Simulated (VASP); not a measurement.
Here is a VASP 6.6.1 calculation.

Contents of INCAR:

```
ALGO = Normal
DIPOL = 0.5 0.5 0.320
EDIFF = 1E-6
ENCUT = 520
GGA = PE
GGA_COMPAT = F
IDIPOL = 3
ISIF = 2
ISMEAR = 0
IVDW = 12
LASPH = T
LCHARG = F
LDIPOL = T
LREAL = F
LWAVE = F
NBANDS = 57
NELM = 120
NELMDL = -8
PREC = Accurate
SIGMA = 0.05
```

Contents of KPOINTS:

```
k-points
0
Gamma
  7 5 1
```

POSCAR

```
Ga3As3CO
1.0
    4.0137031111      0.0000000000      0.0000000000
    0.0000000000      5.6762333751      0.0000000000
    0.0000000000      0.0000000000     23.3352699083
Ga As O C
3 3 1 1
Direct
    0.5000000000      0.5000000000      0.1714143447
    0.0000000000      0.0653835255      0.2680035048
    0.5000000000      0.4894639609      0.3228546357
    0.0000000000      0.2500000000      0.1714143447
    0.5000000000      0.8102208698      0.2504948966
    0.0000000000      0.2887573198      0.3593388866
    0.1666666667      0.6220906532      0.4836142866
    0.1666666667      0.6220906532      0.5328959107
```

Potentials or basis: VASP PAW PBE potentials, release 64 (Ga_d, As_d, O, C).

Run with:

```bash
$ cat potpaw_PBE.64/Ga_d/POTCAR potpaw_PBE.64/As_d/POTCAR potpaw_PBE.64/O/POTCAR potpaw_PBE.64/C/POTCAR > POTCAR
$ mpirun -np 1 vasp_std > vasp.out
```

(1) Predict the dispersion energy per atom.

(2) What does it give for the band gap on the k mesh?

(3) What does it give for the largest force?

Results:

(1) -0.159 eV.

(2) 0.40 eV (least direct gap 0.75 eV).

(3) 1.103 eV/Å.
